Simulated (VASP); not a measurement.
# NiGe (F-43m) in VASP: further runs

NiGe is run at these levels: r2SCAN; tasks: single point, relaxation of cell and atoms.

Program: VASP 6.6.1. These are calculated values, not measurements. Logs are shortened: lines on timing, memory, paths and dates and some standing lists are left out, and cuts for length are marked.

## Step 1: The cell of the first run

It takes space group F-43m (No. 216, cubic). The conventional cell has a = 5.267 Å, b = 5.267 Å, c = 5.267 Å, α = 90.00°, β = 90.00°, γ = 90.00°. Ni (site symmetry -43m) has 4 Ge at 2.28 Å within 3.0 Å. Within 3.0 Å of Ge (site symmetry -43m) lie 4 Ni at 2.28 Å.

## Step 2: Single point, r2SCAN

POSCAR reads:

```
NiGe
1.0
    0.0000000000      2.6334722317      2.6334722317
    2.6334722317      0.0000000000      2.6334722317
    2.6334722317      2.6334722317      0.0000000000
Ni Ge
1 1
Direct
    0.0000000000      0.0000000000      0.0000000000
    0.2500000000      0.2500000000      0.2500000000
```

INCAR.step1 reads:

```
ALGO = Normal
EDIFF = 1E-4
ENCUT = 520
GGA = PE
ISMEAR = 0
LASPH = T
LCHARG = F
LREAL = F
LWAVE = T
NBANDS = 19
NELM = 100
PREC = Accurate
SIGMA = 0.1
```

INCAR.step2 reads:

```
ALGO = Normal
EDIFF = 1E-6
ENCUT = 520
ISIF = 2
ISMEAR = 0
ISTART = 1
LASPH = T
LCHARG = F
LMIXTAU = T
LREAL = F
LWAVE = F
METAGGA = R2SCAN
NBANDS = 19
NELM = 100
PREC = Accurate
SIGMA = 0.1
```

KPOINTS reads:

```
k-points
0
Gamma
  6 6 6
```

Potentials or basis: VASP PAW PBE potentials, release 64 (Ni, Ge_d).

Launch:

```console
> cat potpaw_PBE.64/Ni/POTCAR potpaw_PBE.64/Ge_d/POTCAR > POTCAR
> cp INCAR.step1 INCAR
> mpirun -np 1 vasp_std > vasp.out
> cp INCAR.step2 INCAR
> mpirun -np 1 vasp_std > vasp.out
```

OUTCAR:

```text
EDIFF = 1E-6
   ENCUT = 520
   ISIF = 2
   ISMEAR = 0
   ISTART = 1
   LASPH = T
   LREAL = F
   METAGGA = R2SCAN
   NELM = 100
   PREC = Accurate

 ion  position               nearest neighbor table
   1  0.000  0.000  0.000-   2 2.28   2 2.28   2 2.28   2 2.28
   2  0.250  0.250  0.250-   1 2.28   1 2.28   1 2.28   1 2.28

  LATTYP: Found a face centered cubic cell.
 ALAT       =     5.2669444634

  Lattice vectors:

 A1 = (   0.0000000000,   2.6334722317,   2.6334722317)
 A2 = (   2.6334722317,   0.0000000000,   2.6334722317)
 A3 = (   2.6334722317,   2.6334722317,   0.0000000000)

Analysis of symmetry for initial positions (statically):
=====================================================================
 Subroutine PRICEL returns:
 Original cell was already a primitive cell.

 Routine SETGRP: Setting up the symmetry group for a
 face centered cubic supercell.

 Subroutine GETGRP returns: Found 24 space group operations
 (whereof 24 operations were pure point group operations)
 out of a pool of 48 trial point group operations.

The static configuration has the point symmetry T_d .

Analysis of symmetry for dynamics (positions and initial velocities):
=====================================================================
 Subroutine PRICEL returns:
 Original cell was already a primitive cell.

 Routine SETGRP: Setting up the symmetry group for a
 face centered cubic supercell.

 Subroutine GETGRP returns: Found 24 space group operations
 (whereof 24 operations were pure point group operations)
 out of a pool of 48 trial point group operations.

The dynamic configuration has the point symmetry T_d .

 Subroutine INISYM returns: Found 24 space group operations
 (whereof 24 operations are pure point group operations),
 and found     1 'primitive' translations

----------------------------------------------------------------------------------------

                                     Primitive cell

  volume of cell :      36.5272

  direct lattice vectors                    reciprocal lattice vectors
     0.000000000  2.633472232  2.633472232    -0.189863403  0.189863403  0.189863403
     2.633472232  0.000000000  2.633472232     0.189863403 -0.189863403  0.189863403
     2.633472232  2.633472232  0.000000000     0.189863403  0.189863403 -0.189863403

  length of vectors
     3.724292146  3.724292146  3.724292146     0.328853061  0.328853061  0.328853061

  position of ions in fractional coordinates (direct lattice)
     0.000000000  0.000000000  0.000000000
     0.250000000  0.250000000  0.250000000

  ion indices of the primitive-cell ions
   primitive index   ion index
                 1           1
                 2           2

----------------------------------------------------------------------------------------

 KPOINTS: k-points

Automatic generation of k-mesh.
 Grid dimensions read from file:
 generate k-points for:    6    6    6

 Generating k-lattice:

  Cartesian coordinates                     Fractional coordinates (reciprocal lattice)
    -0.031643901  0.031643901  0.031643901     0.166666667  0.000000000  0.000000000
     0.031643901 -0.031643901  0.031643901     0.000000000  0.166666667  0.000000000
     0.031643901  0.031643901 -0.031643901     0.000000000  0.000000000  0.166666667

  Length of vectors
     0.054808843  0.054808843  0.054808843

  Shift w.r.t. Gamma in fractional coordinates (k-lattice)
     0.000000000  0.000000000  0.000000000

 Subroutine IBZKPT returns following result:
 ===========================================

 Found     16 irreducible k-points:

 Following reciprocal coordinates:
            Coordinates               Weight
  0.000000  0.000000  0.000000      1.000000
  0.166667  0.000000  0.000000      8.000000
  0.333333  0.000000  0.000000      8.000000
  0.500000  0.000000  0.000000      4.000000
  0.166667  0.166667  0.000000      6.000000
  0.333333  0.166667  0.000000     24.000000
[... 8 lines left out ...]
 -0.333333  0.333333  0.166667     24.000000
 -0.333333  0.500000  0.166667     12.000000
   k-points           NKPTS =     16   k-points in BZ     NKDIM =     16   number of bands    NBANDS=     19
   number of dos      NEDOS =    301   number of ions     NIONS =      2
   total plane-waves  NPLWV =  21952
   dimension x,y,z NGX =    28 NGY =   28 NGZ =   28
   dimension x,y,z NGXF=    56 NGYF=   56 NGZF=   56
   ions per type =               1   1
   NGX,Y,Z   is equivalent  to a cutoff of  12.50, 12.50, 12.50 a.u.
   NGXF,Y,Z  is equivalent  to a cutoff of  25.00, 25.00, 25.00 a.u.
 SYSTEM =  unknown system
   PREC   = accura    normal or accurate (medium, high low for compatibility)
   ISTART =      1    job   : 0-new  1-cont  2-samecut
   ICHARG =      0    charge: 1-file 2-atom 10-const
   ISPIN  =      1    spin polarized calculation?
   LNONCOLLINEAR =      F non collinear calculations
   LSORBIT =      F    spin-orbit coupling
   LASPH  =      T    aspherical Exc in radial PAW
   ENCUT  =  520.0 eV  38.22 Ry    6.18 a.u.   6.92  6.92  6.92*2*pi/ulx,y,z
   NELM   =    100;   NELMIN=  2; NELMDL=  0     # of ELM steps
   EDIFF  = 0.1E-05   stopping-criterion for ELM
   LREAL  =      F    real-space projection
   EDIFFG = 0.1E-04   stopping-criterion for IOM
   NSW    =      0    number of steps for IOM
   IBRION =     -1    ionic relax: 0-MD 1-quasi-New 2-CG
   NFREE  =      0    steps in history (QN), initial steepest desc. (CG)
   ISIF   =      2    stress and relaxation
   ISYM   =      2    0-nonsym 1-usesym 2-fastsym
   POTIM  = 0.5000    time-step for ionic-motion
   TEBEG  =    0.0;   TEEND  =   0.0 temperature during run
   PSTRESS=    0.0 pullay stress
   NELECT =      24.0000    total number of electrons
   NUPDOWN=      -1.0000    fix difference up-down
   EMIN   =  10.00;   EMAX   =-10.00  energy-range for DOS
   EFERMI =   0.00;   METHOD = LEGACY
   ISMEAR =     0;   SIGMA  =   0.10  broadening in eV -4-tet -1-fermi 0-gaus
   EFERMI_NEDOS =   21; number of points for ismear=-14 and -15
   IALGO  =     38    algorithm
   IMIX   =      4    mixing-type and parameters
     AMIX     =   0.40;   BMIX     =  1.00
     AMIX_MAG =   1.60;   BMIX_MAG =  1.00
  volume/ion in A,a.u.               =      18.26       123.25
  Fermi-wavevector in a.u.,A,eV,Ry     =   1.423224  2.689503 27.559495  2.025566
  Thomas-Fermi vector in A             =   2.543844
   LORBIT       =      0    0 simple, 1 ext, 2 COOP (PROOUT), +10 PAW based schemes
   METAGGA = R2SCAN    functional components
   LHFCALC =     F    Hartree Fock is set to
   AEXX    =    0.0000 exact exchange contribution
   IVDW    =     0    specifies the selected vdW correction
   LEPSILON=     F    determine dielectric tensor
   LRPA    =     F    only Hartree local field effects (RPA)
 non-spin polarized calculation
 Gauss-broadening in eV      SIGMA  =   0.10
  energy-cutoff  :      520.00
  volume of cell :       36.53
 maximum number of plane-waves:      1002
   NGX = 13   NGY = 13   NGZ = 13

 number of electron      24.0000013 magnetization

 Free energy of the ion-electron system (eV)
  ---------------------------------------------------
  ext. energy  EPLUGINS =         0.00000000
  ---------------------------------------------------
  free energy    TOTEN  =       -25.11737716 eV

  energy without entropy =      -25.10808872  energy(sigma->0) =      -25.11273294

 E-fermi :   5.0320     XC(G=0): -11.4887

 val. band max:        4.9149466761   @ k =  -0.3333   0.3333   0.1667
 cond. band min:       5.0548688800   @ k =   0.5000   0.3333   0.0000
 fundamental gap:      0.1399222039
 Fermi energy:         5.0320394795

 k-point     1 :       0.0000    0.0000    0.0000
  band No.  band energies     occupation
      1     -19.9129      2.00000
      2     -19.9129      2.00000
      3     -19.9129      2.00000
      4     -19.8806      2.00000
      5     -19.8806      2.00000
      6      -6.1293      2.00000
[... 11 lines left out ...]
     18      13.3031      0.00000
     19      18.3146      0.00000

 k-point     2 :       0.1667    0.0000    0.0000
  band No.  band energies     occupation
      1     -19.9130      2.00000
      2     -19.9114      2.00000
      3     -19.9114      2.00000
      4     -19.8801      2.00000
      5     -19.8801      2.00000
      6      -5.7401      2.00000
[... 11 lines left out ...]
     18      15.3678      0.00000
     19      18.0899      0.00000

 k-point     3 :       0.3333    0.0000    0.0000
  band No.  band energies     occupation
      1     -19.9132      2.00000
      2     -19.9087      2.00000
      3     -19.9087      2.00000
      4     -19.8787      2.00000
      5     -19.8787      2.00000
      6      -4.7225      2.00000
[... 11 lines left out ...]
     18      16.3077      0.00000
     19      19.3431      0.00000

 k-point     4 :       0.5000    0.0000    0.0000
  band No.  band energies     occupation
      1     -19.9133      2.00000
      2     -19.9075      2.00000
      3     -19.9075      2.00000
      4     -19.8779      2.00000
      5     -19.8779      2.00000
      6      -3.9571      2.00000
[... 11 lines left out ...]
     18      16.0383      0.00000
     19      22.0309      0.00000

 k-point     5 :       0.1667    0.1667    0.0000
  band No.  band energies     occupation
      1     -19.9153      2.00000
      2     -19.9096      2.00000
      3     -19.9096      2.00000
      4     -19.8819      2.00000
      5     -19.8782      2.00000
      6      -5.6091      2.00000
[... 11 lines left out ...]
     18      15.7217      0.00000
     19      16.8165      0.00000
[... 158 lines left out ...]
      2     -19.8996      2.00000
      3     -19.8996      2.00000
      4     -19.8866      2.00000
      5     -19.8712      2.00000
      6      -3.1226      2.00000
[... 11 lines left out ...]
     18      22.6011      0.00000
     19      22.7272      0.00000

 k-point    14 :       0.5000    0.3333    0.1667
  band No.  band energies     occupation
      1     -19.9151      2.00000
      2     -19.9069      2.00000
      3     -19.9034      2.00000
      4     -19.8822      2.00000
      5     -19.8753      2.00000
      6      -3.9290      2.00000
[... 11 lines left out ...]
     18      19.1515      0.00000
     19      19.5836      0.00000

 k-point    15 :      -0.3333    0.3333    0.1667
  band No.  band energies     occupation
      1     -19.9113      2.00000
      2     -19.9101      2.00000
      3     -19.9019      2.00000
      4     -19.8814      2.00000
      5     -19.8757      2.00000
      6      -3.3519      2.00000
[... 11 lines left out ...]
     18      17.4599      0.00000
     19      19.8128      0.00000

 k-point    16 :      -0.3333    0.5000    0.1667
  band No.  band energies     occupation
      1     -19.9166      2.00000
      2     -19.9053      2.00000
      3     -19.8998      2.00000
      4     -19.8838      2.00000
      5     -19.8736      2.00000
      6      -3.1015      2.00000
[... 11 lines left out ...]
     18      18.2500      0.00000
     19      23.3061      0.00000

------------------------ aborting loop because EDIFF is reached ----------------------------------------

  FORCE on cell =-STRESS in cart. coord.  units (eV):
  Direction    XX          YY          ZZ          XY          YZ          ZX
  --------------------------------------------------------------------------------------
  -------------------------------------------------------------------------------------
  Total        0.0139201      0.0139201      0.0139201     -0.0000000      0.0000000     -0.0000000
  in kB        0.6105714      0.6105714      0.6105714     -0.0000000      0.0000000     -0.0000000
  external PRESSURE =       0.6105714 kB  Pullay stress =       0.0000000 kB

 VOLUME and BASIS-vectors are now :
 -----------------------------------------------------------------------------
  energy-cutoff  :      520.00
  volume of cell :       36.53
      direct lattice vectors                 reciprocal lattice vectors
     0.000000000  2.633472232  2.633472232    -0.189863403  0.189863403  0.189863403
     2.633472232  0.000000000  2.633472232     0.189863403 -0.189863403  0.189863403
     2.633472232  2.633472232  0.000000000     0.189863403  0.189863403 -0.189863403

 POSITION                                       TOTAL-FORCE (eV/Angst)
 -----------------------------------------------------------------------------------
      0.00000      0.00000      0.00000         0.000000      0.000000      0.000000
      1.31674      1.31674      1.31674        -0.000000     -0.000000     -0.000000
 -----------------------------------------------------------------------------------
    total drift:                                0.000012      0.000012      0.000012

  FREE ENERGIE OF THE ION-ELECTRON SYSTEM (eV)
  ---------------------------------------------------
  free  energy   TOTEN  =       -25.1173771615 eV

  energy  without entropy=      -25.1080887206  energy(sigma->0) =      -25.11273294
```

Run time: 31 s. Hardware: 1 thread of Intel Xeon Platinum 8488C (Sapphire Rapids), shared host; peak memory 0.16 GiB.

What came out:

```yaml
Free_energy: -25.1174 eV
Pressure: 0.1 GPa
Band_gap_on_the_k_mesh: zero (bands 12 and 13 overlap by 6.02 eV)
```

Caveat: the PAW data sets were made with another functional, which shifts forces and pressure a little. Spin polarisation is off, so any magnetic state and its effect on volume and gap are missing.

(Continued in part 2 of 2.)
